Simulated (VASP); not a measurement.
# HfPb4O (F-43m) in VASP: notebook

HfPb4O is run at these levels: PBE; tasks: single point, relaxation of cell and atoms.

Program: VASP 6.6.1. These are calculated values, not measurements. Logs are shortened: lines on timing, memory, paths and dates and some standing lists are left out, and cuts for length are marked.

## (1) The cell of the first run

Symmetry: F-43m, No. 216, cubic system. Conventional cell: a = 8.220 Å, b = 8.220 Å, c = 8.220 Å, α = 90.00°, β = 90.00°, γ = 90.00°. Within 4.5 Å of Hf (site symmetry -43m) lie 12 Pb at 3.41 Å and 4 O at 3.56 Å. Within 3.8 Å of Pb (site symmetry 3m) lie 6 Pb at 2.88 to 2.93 Å and 3 O at 3.40 Å and 3 Hf at 3.41 Å. O (site symmetry -43m) has 12 Pb at 3.40 Å and 4 Hf at 3.56 Å within 4.5 Å.

The cell was built from a structure type or drawn by symmetry, and may not be a known phase.

## (2) Single point, PBE

Contents of INCAR:

```
  ALGO = Normal
  EDIFF = 1E-6
  ENCUT = 520
  GGA = PE
  ISIF = 2
  ISMEAR = 0
  LASPH = True
  LCHARG = False
  LREAL = False
  LWAVE = False
  NBANDS = 45
  NELM = 60
  PREC = Accurate
  SIGMA = 0.1
```

Contents of KPOINTS:

```
k-points
0
Gamma
  4 4 4
```

Contents of POSCAR:

```
HfPb4O
1.0
    0.0000000000      4.1098722200      4.1098722200
    4.1098722200      0.0000000000      4.1098722200
    4.1098722200      4.1098722200      0.0000000000
Hf Pb O
1 4 1
Direct
    0.0000000000      0.0000000000      0.0000000000
    0.8715317200      0.3761560900      0.3761560900
    0.3761560900      0.3761560900      0.3761560900
    0.3761560900      0.8715317200      0.3761560900
    0.3761560900      0.3761560900      0.8715317200
    0.7500000000      0.7500000000      0.7500000000
```

Potentials or basis: VASP PAW PBE potentials, release 64 (Hf_pv, Pb_d, O).

On the command line:

```console
$ cat potpaw_PBE.64/Hf_pv/POTCAR potpaw_PBE.64/Pb_d/POTCAR potpaw_PBE.64/O/POTCAR > POTCAR
$ mpirun -np 1 vasp_std > vasp.out
```

OUTCAR:

```text
EDIFF = 1E-6
   ENCUT = 520
   GGA = PE
   ISIF = 2
   ISMEAR = 0
   LASPH = True
   LREAL = False
   NELM = 60
   PREC = Accurate

 ion  position               nearest neighbor table
   1  0.000  0.000  0.000-   2 3.41   4 3.41   5 3.41   3 3.41   3 3.41   3 3.41   2 3.41   2 3.41
                             5 3.41   4 3.41   4 3.41   5 3.41
   2  0.872  0.376  0.376-   3 2.88   4 2.88   5 2.88   3 2.93   5 2.93   4 2.93   1 3.41   1 3.41
                             1 3.41
   3  0.376  0.376  0.376-   2 2.88   4 2.88   5 2.88   5 2.93   4 2.93   2 2.93   1 3.41   1 3.41
                             1 3.41
   4  0.376  0.872  0.376-   2 2.88   3 2.88   5 2.88   5 2.93   3 2.93   2 2.93   1 3.41   1 3.41
                             1 3.41
   5  0.376  0.376  0.872-   2 2.88   3 2.88   4 2.88   3 2.93   4 2.93   2 2.93   1 3.41   1 3.41
                             1 3.41
   6  0.750  0.750  0.750-

  LATTYP: Found a face centered cubic cell.
 ALAT       =     8.2197444400

  Lattice vectors:

 A1 = (   0.0000000000,   4.1098722200,   4.1098722200)
 A2 = (   4.1098722200,   0.0000000000,   4.1098722200)
 A3 = (   4.1098722200,   4.1098722200,   0.0000000000)

Analysis of symmetry for initial positions (statically):
=====================================================================
 Subroutine PRICEL returns:
 Original cell was already a primitive cell.

 Routine SETGRP: Setting up the symmetry group for a
 face centered cubic supercell.

 Subroutine GETGRP returns: Found 24 space group operations
 (whereof 24 operations were pure point group operations)
 out of a pool of 48 trial point group operations.

The static configuration has the point symmetry T_d .

Analysis of symmetry for dynamics (positions and initial velocities):
=====================================================================
 Subroutine PRICEL returns:
 Original cell was already a primitive cell.

 Routine SETGRP: Setting up the symmetry group for a
 face centered cubic supercell.

 Subroutine GETGRP returns: Found 24 space group operations
 (whereof 24 operations were pure point group operations)
 out of a pool of 48 trial point group operations.

The dynamic configuration has the point symmetry T_d .

 Subroutine INISYM returns: Found 24 space group operations
 (whereof 24 operations are pure point group operations),
 and found     1 'primitive' translations

----------------------------------------------------------------------------------------

                                     Primitive cell

  volume of cell :     138.8401

  direct lattice vectors                    reciprocal lattice vectors
     0.000000000  4.109872220  4.109872220    -0.121658284  0.121658284  0.121658284
     4.109872220  0.000000000  4.109872220     0.121658284 -0.121658284  0.121658284
     4.109872220  4.109872220  0.000000000     0.121658284  0.121658284 -0.121658284

  length of vectors
     5.812237033  5.812237033  5.812237033     0.210718328  0.210718328  0.210718328

  position of ions in fractional coordinates (direct lattice)
     0.000000000  0.000000000  0.000000000
     0.871531720  0.376156090  0.376156090
     0.376156090  0.376156090  0.376156090
     0.376156090  0.871531720  0.376156090
     0.376156090  0.376156090  0.871531720
     0.750000000  0.750000000  0.750000000

  ion indices of the primitive-cell ions
   primitive index   ion index
                 1           1
                 2           2
                 3           3
                 4           4
                 5           5
                 6           6

----------------------------------------------------------------------------------------

 KPOINTS: k-points

Automatic generation of k-mesh.
 Grid dimensions read from file:
 generate k-points for:    4    4    4

 Generating k-lattice:

  Cartesian coordinates                     Fractional coordinates (reciprocal lattice)
    -0.030414571  0.030414571  0.030414571     0.250000000  0.000000000  0.000000000
     0.030414571 -0.030414571  0.030414571     0.000000000  0.250000000  0.000000000
     0.030414571  0.030414571 -0.030414571     0.000000000  0.000000000  0.250000000

  Length of vectors
     0.052679582  0.052679582  0.052679582

  Shift w.r.t. Gamma in fractional coordinates (k-lattice)
     0.000000000  0.000000000  0.000000000

 Subroutine IBZKPT returns following result:
 ===========================================

 Found      8 irreducible k-points:

 Following reciprocal coordinates:
            Coordinates               Weight
  0.000000  0.000000  0.000000      1.000000
  0.250000  0.000000  0.000000      8.000000
  0.500000  0.000000  0.000000      4.000000
  0.250000  0.250000  0.000000      6.000000
  0.500000  0.250000  0.000000     24.000000
 -0.250000  0.250000  0.000000     12.000000
  0.500000  0.500000  0.000000      3.000000
 -0.250000  0.500000  0.250000      6.000000
   k-points           NKPTS =      8   k-points in BZ     NKDIM =      8   number of bands    NBANDS=     45
   number of dos      NEDOS =    301   number of ions     NIONS =      6
   total plane-waves  NPLWV = 110592
   dimension x,y,z NGX =    48 NGY =   48 NGZ =   48
   dimension x,y,z NGXF=    96 NGYF=   96 NGZF=   96
   ions per type =               1   4   1
   NGX,Y,Z   is equivalent  to a cutoff of  13.73, 13.73, 13.73 a.u.
   NGXF,Y,Z  is equivalent  to a cutoff of  27.46, 27.46, 27.46 a.u.
 SYSTEM =  unknown system
   PREC   = accura    normal or accurate (medium, high low for compatibility)
   ISTART =      0    job   : 0-new  1-cont  2-samecut
   ICHARG =      2    charge: 1-file 2-atom 10-const
   ISPIN  =      1    spin polarized calculation?
   LNONCOLLINEAR =      F non collinear calculations
   LSORBIT =      F    spin-orbit coupling
   LASPH  =      T    aspherical Exc in radial PAW
   ENCUT  =  520.0 eV  38.22 Ry    6.18 a.u.  10.81 10.81 10.81*2*pi/ulx,y,z
   NELM   =     60;   NELMIN=  2; NELMDL= -5     # of ELM steps
   EDIFF  = 0.1E-05   stopping-criterion for ELM
   LREAL  =      F    real-space projection
   EDIFFG = 0.1E-04   stopping-criterion for IOM
   NSW    =      0    number of steps for IOM
   IBRION =     -1    ionic relax: 0-MD 1-quasi-New 2-CG
   NFREE  =      0    steps in history (QN), initial steepest desc. (CG)
   ISIF   =      2    stress and relaxation
   ISYM   =      2    0-nonsym 1-usesym 2-fastsym
   POTIM  = 0.5000    time-step for ionic-motion
   TEBEG  =    0.0;   TEEND  =   0.0 temperature during run
   PSTRESS=    0.0 pullay stress
   NELECT =      72.0000    total number of electrons
   NUPDOWN=      -1.0000    fix difference up-down
   EMIN   =  10.00;   EMAX   =-10.00  energy-range for DOS
   EFERMI =   0.00;   METHOD = LEGACY
   ISMEAR =     0;   SIGMA  =   0.10  broadening in eV -4-tet -1-fermi 0-gaus
   EFERMI_NEDOS =   21; number of points for ismear=-14 and -15
   IALGO  =     38    algorithm
   IMIX   =      4    mixing-type and parameters
     AMIX     =   0.40;   BMIX     =  1.00
     AMIX_MAG =   1.60;   BMIX_MAG =  1.00
  volume/ion in A,a.u.               =      23.14       156.16
  Fermi-wavevector in a.u.,A,eV,Ry     =   1.315267  2.485495 23.537099  1.729928
  Thomas-Fermi vector in A             =   2.445462
   LORBIT       =      0    0 simple, 1 ext, 2 COOP (PROOUT), +10 PAW based schemes
   GGA     = PE    functional components
   LHFCALC =     F    Hartree Fock is set to
   AEXX    =    0.0000 exact exchange contribution
   IVDW    =     0    specifies the selected vdW correction
   LEPSILON=     F    determine dielectric tensor
   LRPA    =     F    only Hartree local field effects (RPA)
 non-spin polarized calculation
 Gauss-broadening in eV      SIGMA  =   0.10
  energy-cutoff  :      520.00
  volume of cell :      138.84
 maximum number of plane-waves:      3759
 NGX is ok and might be reduce to    48
   NGX = 21   NGY = 21   NGZ = 21

 number of electron      72.0000002 magnetization

 Free energy of the ion-electron system (eV)
  ---------------------------------------------------
  ext. energy  EPLUGINS =         0.00000000
  ---------------------------------------------------
  free energy    TOTEN  =       -23.72066936 eV

  energy without entropy =      -23.70303575  energy(sigma->0) =      -23.71185255

 E-fermi :   7.6208     XC(G=0): -10.7782

 val. band max:        7.6161762315   @ k =   0.0000   0.0000   0.0000
 cond. band min:       7.7606191634   @ k =   0.5000   0.2500   0.0000
 fundamental gap:      0.1444429319
 Fermi energy:         7.6207604506

 k-point     1 :       0.0000    0.0000    0.0000
  band No.  band energies     occupation
      1     -24.5798      2.00000
      2     -24.5798      2.00000
      3     -24.5798      2.00000
      4     -11.1216      2.00000
      5     -10.5680      2.00000
      6     -10.5680      2.00000
[... 37 lines left out ...]
     44      12.5298      0.00000
     45      12.5298      0.00000

 k-point     2 :       0.2500    0.0000    0.0000
  band No.  band energies     occupation
      1     -24.5801      2.00000
      2     -24.5798      2.00000
      3     -24.5798      2.00000
      4     -10.9821      2.00000
      5     -10.5125      2.00000
      6     -10.5013      2.00000
[... 37 lines left out ...]
     44      11.9133      0.00000
     45      12.5196      0.00000

 k-point     3 :       0.5000    0.0000    0.0000
  band No.  band energies     occupation
      1     -24.5804      2.00000
      2     -24.5798      2.00000
      3     -24.5798      2.00000
      4     -10.8419      2.00000
      5     -10.4741      2.00000
      6     -10.4741      2.00000
[... 229 lines left out ...]
     44      10.1521      0.00000
     45      10.6119      0.00000

 k-point     8 :      -0.2500    0.5000    0.2500
  band No.  band energies     occupation
      1     -24.5802      2.00000
      2     -24.5800      2.00000
      3     -24.5800      2.00000
      4     -10.5111      2.00000
      5     -10.4337      2.00000
      6     -10.3888      2.00000
[... 37 lines left out ...]
     44      11.0382      0.00000
     45      12.1581      0.00000

------------------------ aborting loop because EDIFF is reached ----------------------------------------

  FORCE on cell =-STRESS in cart. coord.  units (eV):
  Direction    XX          YY          ZZ          XY          YZ          ZX
  --------------------------------------------------------------------------------------
  -------------------------------------------------------------------------------------
  Total       11.6671373     11.6671373     11.6671373      0.0000000      0.0000000     -0.0000000
  in kB      134.6356087    134.6356087    134.6356087      0.0000000      0.0000000     -0.0000000
  external PRESSURE =     134.6356087 kB  Pullay stress =       0.0000000 kB

 VOLUME and BASIS-vectors are now :
 -----------------------------------------------------------------------------
  energy-cutoff  :      520.00
  volume of cell :      138.84
      direct lattice vectors                 reciprocal lattice vectors
     0.000000000  4.109872220  4.109872220    -0.121658284  0.121658284  0.121658284
     4.109872220  0.000000000  4.109872220     0.121658284 -0.121658284  0.121658284
     4.109872220  4.109872220  0.000000000     0.121658284  0.121658284 -0.121658284

 POSITION                                       TOTAL-FORCE (eV/Angst)
 -----------------------------------------------------------------------------------
      0.00000      0.00000      0.00000         0.000000      0.000000      0.000000
      3.09191      5.12784      5.12784        -0.281801      0.281801      0.281801
      3.09191      3.09191      3.09191        -0.281801     -0.281801     -0.281801
      5.12784      3.09191      5.12784         0.281801     -0.281801      0.281801
      5.12784      5.12784      3.09191         0.281801      0.281801     -0.281801
      6.16481      6.16481      6.16481         0.000000      0.000000      0.000000
 -----------------------------------------------------------------------------------
    total drift:                                0.000058      0.000058      0.000058

  FREE ENERGIE OF THE ION-ELECTRON SYSTEM (eV)
  ---------------------------------------------------
  free  energy   TOTEN  =       -23.7206693558 eV

  energy  without entropy=      -23.7030357480  energy(sigma->0) =      -23.71185255
```

Wall time 62 s (1 thread of Intel Xeon 6975P-C (Granite Rapids), shared host); peak memory 0.34 GiB.

Results:

| Quantity | Value |
| --- | --- |
| Free energy | -23.7207 eV |
| Pressure | 13.5 GPa |
| Largest force | 0.488 eV/Å |
| Band gap on the k mesh | zero (bands 36 and 37 overlap by 1.49 eV) |

Forces on the atoms (eV/Å):
```
Hf   0.000  0.000  0.000
Pb  -0.282  0.282  0.282
Pb  -0.282 -0.282 -0.282
Pb   0.282 -0.282  0.282
Pb   0.282  0.282 -0.282
O    0.000  0.000  0.000
```

Levels at points of the mesh, in eV from the Fermi level:
```tsv
k point	band 34	band 35	band 36	band 37	band 38	band 39
(0.00, 0.00, 0.00)	-2.41	-1.08	-1.08	-1.08	0.00	1.93
(0.50, 0.00, 0.00)	-1.26	-0.17	0.41	0.41	0.62	0.62
(0.50, 0.50, 0.00)	-0.89	-0.09	-0.09	-0.06	0.99	1.88
```

Caveat: the cell stands under pressure; spin-orbit coupling is left out, which moves the levels of the heavy elements.

(Part 1 of 2 ends here.)
